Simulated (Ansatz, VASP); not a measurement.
Mo: VASP beside Ansatz

File INCAR:

```
PREC     = Accurate       # precision mode
ENCUT    = 520            # plane-wave cutoff, eV
EDIFF    = 1E-7           # SCF threshold, eV
ISMEAR   = -1             # smearing method
SIGMA    = 0.1            # smearing width, eV
LREAL    = False          # projectors in reciprocal space
LASPH    = True           # aspherical terms in the spheres
NELM     = 80             # most SCF steps
ALGO     = Normal         # electronic algorithm
ISIF     = 2              # what is computed and relaxed
LWAVE    = False          # write WAVECAR
LCHARG   = False          # write CHGCAR
NBANDS   = 21             # bands
```

File KPOINTS:

```
Automatic mesh
0
Gamma
  16 16 8
```

File POSCAR:

```
Mo
1.0
   -1.8623857673      1.8622355219      1.2860216313
    1.8622355219     -1.8623857673      1.2860216313
    3.0685324083      3.0685324083     -1.2862968060
Mo
2
Direct
    0.9999662344      0.0000337656      0.0000000000
    0.7500337656      0.2499662344      0.5000000000
```

Input for Ansatz:

```yaml
crystal:
  lattice:
    - [-1.8623857673, 1.8622355219, 1.2860216313]
    - [1.8622355219, -1.8623857673, 1.2860216313]
    - [3.0685324083, 3.0685324083, -1.286296806]
  atoms:
    - { symbol: Mo, position: [0.9999662344, 3.37656e-05, 0.0] }
    - { symbol: Mo, position: [0.7500337656, 0.2499662344, 0.5] }
hamiltonian:
  xc: lda
  pseudopotentials:
    kind: paw
    azcp:
      Mo: "pseudopotentials/Mo.paw.azcp"
basis:
  ecutwfc: 420
  fft_grid_basis: typed
kpoints:
  mp_grid: { grid: [16, 16, 8], shift: [0, 0, 0] }
magnetization:
  spin_polarized: false
scf:
  occupations: { method: fermi_dirac, width: 0.1 }
  lower_state_search: "off"
output:
  stress: true
```

Alike in both runs: task single point; functional LDA; k mesh 16 × 16 × 8; occupations fermi-dirac, width 0.1 eV; no spin polarisation.

```csv
,VASP,Ansatz
version,VASP 6.6.1,Ansatz 0.2.0
potentials or method,"VASP PAW LDA potentials, release 64 (Mo_sv), cutoff 520 eV","plane waves (420 eV) with PAW, scalar-relativistic"
valence electrons in the cell,28,28
```

```tsv
	VASP	Ansatz	Ansatz less VASP
pressure (GPa)	13.4	12.1	-1.33
traceless stress, the component that is largest in VASP (GPa)	0.71	0.62	-0.093
```

Ansatz warns that its potentials were made for another functional, while VASP's fit it. LDA's correlation is that of Perdew and Zunger in VASP and of Perdew and Wang (1992) in Ansatz.
